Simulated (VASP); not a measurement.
PbSe:

```
Pb Se
1.0
     2.15488   -6.13395    0.00000
     2.15488    6.13395    0.00000
     0.00000    0.00000    4.45049
Pb Se
2 2
Direct
  0.63176 0.36824 0.75000
  0.36824 0.63176 0.25000
  0.86129 0.13871 0.75000
  0.13871 0.86129 0.25000
```

Base run:

```yaml
Program: VASP 6.6.1
Functional: PBEsol
Potentials_or_basis: VASP PAW PBE potentials, release 64 (Pb_d, Se)
Cutoff: 500 eV
k_mesh: 6 × 6 × 6
Occupations: gaussian, width 0.01 eV
Spin: no spin polarisation
```

Its results: band gap on the k mesh 1.07 eV (least direct gap 1.19 eV); pressure -1.7 GPa; largest force 0.056 eV/Å.

Question: The run is repeated on the same cell with these changes: functional from PBEsol to LDA; potentials or basis from VASP PAW PBE potentials, release 64 (Pb_d, Se) to VASP PAW LDA potentials, release 64 (Pb_d, Se). What comes out?

Answer: Band gap on the k mesh 1.02 eV (least direct gap 1.14 eV); pressure -3.2 GPa; largest force 0.075 eV/Å.

Caveats: spin-orbit coupling is left out, which moves the levels of the heavy elements; the PAW data sets were made with another functional, which shifts forces and pressure a little (at least some runs); the cell stands under tension (at least some runs).

A k mesh can miss the band edges.
